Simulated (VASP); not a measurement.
# CdTe (F-43m) in VASP: further runs, part 2 of 2

VASP 6.6.1.

### 3 Relaxation of cell and atoms, LDA, target pressure 0.48 GPa, at which the enthalpy is minimised

This run uses another cell than the first one, of 32.12 Å³/atom.

Contents of INCAR:

```
SYSTEM = CdTe
ALGO     = Normal         ! electronic algorithm
EDIFF    = 1E-7           ! SCF threshold, eV
EDIFFG   = -0.004         ! ionic threshold
ENCUT    = 500            ! plane-wave cutoff, eV
GGA      = CA             ! functional
GGA_COMPAT= .False.      
IBRION   = 2              ! ionic algorithm
ISIF     = 3              ! what is computed and relaxed
ISMEAR   = 0              ! smearing method
LASPH    = .True.         ! aspherical terms in the spheres
LCHARG   = .False.        ! write CHGCAR
LREAL    = .False.        ! projectors in reciprocal space
LWAVE    = .False.        ! write WAVECAR
NELM     = 120            ! most SCF steps
NELMIN   = 4            
NSW      = 70             ! ionic steps
PREC     = Accurate       ! precision mode
PSTRESS  = 4.8          
SIGMA    = 0.02           ! smearing width, eV
```

Contents of KPOINTS:

```
k-points
0
Gamma
  10 10 10
  0 0 0
```

Contents of POSCAR:

```
CdTe
1.0
    0.0000000000      3.1786350349      3.1786350349
    3.1786350349      0.0000000000      3.1786350349
    3.1786350349      3.1786350349      0.0000000000
Cd Te
1 1
Direct
    0.0000000000      0.0000000000      0.0000000000
    0.2500000000      0.2500000000      0.2500000000
```

Potentials or basis: VASP PAW LDA potentials, release 64 (Cd, Te).

Launch:

```bash
$ cat potpaw_LDA.64/Cd/POTCAR potpaw_LDA.64/Te/POTCAR > POTCAR
$ mpirun -np 1 vasp_std > vasp.out
```

OUTCAR:

```text
SYSTEM = CdTe
   EDIFF = 1E-7
   EDIFFG = -0.004
   ENCUT = 500
   GGA = CA
   IBRION = 2
   ISIF = 3
   ISMEAR = 0
   LASPH = .True.
   LREAL = .False.
   NELM = 120
   NELMIN = 4
   NSW = 70
   PREC = Accurate
   PSTRESS = 4.8

 ion  position               nearest neighbor table
   1  0.000  0.000  0.000-   2 2.75   2 2.75   2 2.75   2 2.75
   2  0.250  0.250  0.250-   1 2.75   1 2.75   1 2.75   1 2.75

  LATTYP: Found a face centered cubic cell.
 ALAT       =     6.3572700698

  Lattice vectors:

 A1 = (   0.0000000000,   3.1786350349,   3.1786350349)
 A2 = (   3.1786350349,   0.0000000000,   3.1786350349)
 A3 = (   3.1786350349,   3.1786350349,   0.0000000000)

Analysis of symmetry for initial positions (statically):
[... 259 lines left out ...]
  energy without entropy =       -6.05107763  energy(sigma->0) =       -6.05107763

 E-fermi :   2.6601     XC(G=0):  -9.1119

 val. band max:        2.5146207743   @ k =   0.0000   0.0000   0.0000
 cond. band min:       3.1840829869   @ k =   0.0000   0.0000   0.0000
 fundamental gap:      0.6694622126
 Fermi energy:         2.6600791003

 k-point     1 :       0.0000    0.0000    0.0000
  band No.  band energies     occupation
      1      -8.9518      2.00000
      2      -5.9168      2.00000
      3      -5.9168      2.00000
      4      -5.9168      2.00000
      5      -5.6232      2.00000
      6      -5.6232      2.00000
      7       2.5146      2.00000
      8       2.5146      2.00000
      9       2.5146      2.00000
     10       3.1841      0.00000
     11       6.9888      0.00000
     12       6.9888      0.00000
     13       6.9888      0.00000
[... 354 lines left out ...]
  band No.  band energies     occupation
      1      -8.4840      2.00000
      2      -5.7891      2.00000
      3      -5.7773      2.00000
      4      -5.7174      2.00000
      5      -5.5980      2.00000
      6      -5.3598      2.00000
      7      -1.3680      2.00000
      8       0.6628      2.00000
      9       0.8589      2.00000
     10       5.2041      0.00000
     11       5.7199      0.00000
     12       9.1957      0.00000
     13       9.9490      0.00000

 [... further k-points ...]
[... 5 lines left out ...]
  --------------------------------------------------------------------------------------
  -------------------------------------------------------------------------------------
  Total        0.1951079      0.1951079      0.1951079      0.0000000     -0.0000000      0.0000000
  in kB        4.7717283      4.7717283      4.7717283      0.0000000     -0.0000000      0.0000000
  external PRESSURE =      -0.0282717 kB  Pullay stress =       4.8000000 kB
[... 21 lines left out ...]
  energy  without entropy=       -6.0510776314  energy(sigma->0) =       -6.05107763

  enthalpy is  TOTEN    =        -5.8548137149 eV   P V=        0.1962639165

 reached required accuracy - stopping structural energy minimisation
```

OSZICAR:

```text
N       E                     dE             d eps       ncg     rms          rms(c)
DAV:   1     0.104815623259E+03    0.10482E+03   -0.83628E+03  1222   0.118E+03
DAV:   2    -0.193109444626E+01   -0.10675E+03   -0.10258E+03  1357   0.281E+02
DAV:   3    -0.624296115302E+01   -0.43119E+01   -0.43019E+01  1497   0.590E+01
[... 26 lines left out ...]
DAV:   4    -0.605109067232E+01    0.19402E-03   -0.32065E-04  1332   0.152E-01    0.461E-02
DAV:   5    -0.605107833447E+01    0.12338E-04   -0.34349E-05  1322   0.822E-02    0.321E-02
DAV:   6    -0.605107773433E+01    0.60014E-06   -0.92014E-06  1260   0.309E-02    0.895E-03
DAV:   7    -0.605107760936E+01    0.12497E-06   -0.83410E-07  1367   0.118E-02    0.212E-03
DAV:   8    -0.605107763138E+01   -0.22019E-07   -0.48561E-08   621   0.203E-03
   3 F= -.58548137E+01 E0= -.58548137E+01  d E =-.391314E-02
```

Run time: 2.1 min. Hardware: 1 thread of Intel Xeon 8259CL, shared host; peak memory 0.21 GiB.

Results:

| Quantity | Value |
| --- | --- |
| Free energy | -6.0511 eV |
| Relaxed volume | 32.76 Å³/atom |
| Relaxed cell | a = 4.525 Å, b = 4.525 Å, c = 4.525 Å, α = 60.00°, β = 60.00°, γ = 60.00° |
| Space group after relaxing (to 0.1 Å) | F-43m (No. 216) |
| Energy change on relaxing (the run minimises the enthalpy) | -3.9 meV/atom |
| Ionic steps | 3 |
| Pressure after relaxing | 0.5 GPa |
| Band gap on the k mesh | 0.67 eV |

The path:
| step | energy change (eV) | largest force (eV/Å) | pressure (GPa) | volume (Å³) |
| --- | --- | --- | --- | --- |
| 1 | 0.0000 | 0.0000 | 1.47 | 64.23 |
| 2 | -0.0087 | 0.0000 | 0.05 | 66.10 |
| 3 | -0.0077 | 0.0000 | 0.48 | 65.51 |

Final structure:
```xyz
2
Lattice="0.0000 3.1996 3.1996 3.1996 0.0000 3.1996 3.1996 3.1996 0.0000" Properties=species:S:1:pos:R:3 pbc="T T T"
Cd    0.0000    0.0000    0.0000
Te    1.5998    1.5998    1.5998
```

Levels at points of the mesh, in eV from the valence-band top:
```
           k point  band 7  band 8  band 9  band 10  band 11  band 12
(0.00, 0.00, 0.00)    0.00    0.00    0.00     0.67     4.47     4.47
(0.50, 0.00, 0.00)   -4.72   -0.85   -0.85     1.70     5.08     5.08
(0.50, 0.50, 0.00)   -4.57   -2.02   -2.02     2.36     2.54     8.85
```

Caveat: the cell is relaxed towards a set pressure, so the run minimises the enthalpy, not the energy; spin-orbit coupling is left out, which moves the levels of the heavy elements.

### 4 Relaxation of cell and atoms, LDA, target pressure 1e-06 GPa, at which the enthalpy is minimised

This run uses another cell than the first one, of 32.58 Å³/atom.

Contents of INCAR:

```
SYSTEM = CdTe
PREC = Accurate
ENCUT = 500
EDIFF = 1E-7
ISMEAR = 0
SIGMA = 0.02
LREAL = .False.
LASPH = .True.
NELM = 120
ALGO = Normal
ISIF = 3
LWAVE = .False.
LCHARG = .False.
GGA = CA
IBRION = 2
NSW = 70
EDIFFG = -0.004
PSTRESS = 9.999999999999999e-06
GGA_COMPAT = .False.
NELMIN = 4
```

Contents of KPOINTS:

```
Automatic mesh
0
Gamma
  10 10 10
  0 0 0
```

Contents of POSCAR:

```
CdTe
1.0
    0.0000000000      3.1938101471      3.1938101471
    3.1938101471      0.0000000000      3.1938101471
    3.1938101471      3.1938101471      0.0000000000
Cd Te
1 1
Direct
    0.0000000000      0.0000000000      0.0000000000
    0.2500000000      0.2500000000      0.2500000000
```

Launch:

```bash
$ cat potpaw_LDA.64/Cd/POTCAR potpaw_LDA.64/Te/POTCAR > POTCAR
$ mpirun -np 1 vasp_std > vasp.out
```

It took 1.8 min on 1 thread of Intel Xeon 8259CL, shared host; peak memory 0.21 GiB.

The run converged. Its results:

```yaml
Free_energy: -6.0521 eV
Relaxed_volume: 33.09 Å³/atom
Relaxed_cell: a = 4.540 Å, b = 4.540 Å, c = 4.540 Å, α = 60.00°, β = 60.00°, γ = 60.00°
Space_group_after_relaxing_to_0.1_Å: F-43m (No. 216)
Energy_change_on_relaxing_the_run_minimises_the_enthalpy: -1.2 meV/atom
Ionic_steps: 3
Pressure_after_relaxing: 0.0 GPa
Band_gap_on_the_k_mesh: 0.64 eV
```

The path:
| step | energy change (eV) | largest force (eV/Å) | pressure (GPa) | volume (Å³) |
| --- | --- | --- | --- | --- |
| 1 | 0.0000 | 0.0000 | 0.74 | 65.16 |
| 2 | -0.0020 | 0.0000 | -0.28 | 66.59 |
| 3 | -0.0024 | 0.0000 | -0.01 | 66.18 |

Final structure:
```
Cd Te
1.0
     0.00000    3.21052    3.21052
     3.21052    0.00000    3.21052
     3.21052    3.21052    0.00000
Cd Te
1 1
Direct
  0.00000 0.00000 0.00000
  0.25000 0.25000 0.25000
```

Levels at points of the mesh, in eV from the valence-band top:
| k point | band 5 | band 6 | band 7 | band 8 | band 9 | band 10 | band 11 | band 12 | band 13 |
| --- | --- | --- | --- | --- | --- | --- | --- | --- | --- |
| (0.00, 0.00, 0.00) | -8.11 | -8.11 | 0.00 | 0.00 | 0.00 | 0.64 | 4.48 | 4.48 | 4.48 |
| (0.50, 0.00, 0.00) | -8.10 | -7.74 | -4.66 | -0.83 | -0.83 | 1.69 | 5.08 | 5.08 | 6.88 |
| (0.50, 0.50, 0.00) | -8.07 | -7.59 | -4.52 | -1.99 | -1.99 | 2.38 | 2.55 | 8.79 | 9.13 |

Caveat: the cell is relaxed towards a set pressure, so the run minimises the enthalpy, not the energy; spin-orbit coupling is left out, which moves the levels of the heavy elements.

### 5 The runs side by side

```csv
cell,gap on the mesh (eV),pressure (GPa)
"relaxed to 3 GPa from a = 4.473 Å, angles 60.0°, 2 atoms",0.82,3.0
"relaxed to 0.48 GPa from a = 4.495 Å, angles 60.0°, 2 atoms",0.67,0.5
"relaxed to 1e-06 GPa from a = 4.517 Å, angles 60.0°, 2 atoms",0.64,0.0
```

Alike in all rows: task relaxation of cell and atoms; level LDA; potentials or basis VASP PAW LDA potentials, release 64 (Cd, Te); no spin polarisation; k mesh 10 × 10 × 10; cutoff (eV) 500; smearing gaussian 0.02 eV.

Caveats: the cell is relaxed towards a set pressure, so the run minimises the enthalpy, not the energy; spin-orbit coupling is left out, which moves the levels of the heavy elements.

Total energies depend on the potentials used, so only differences within one code and one set of settings carry meaning.
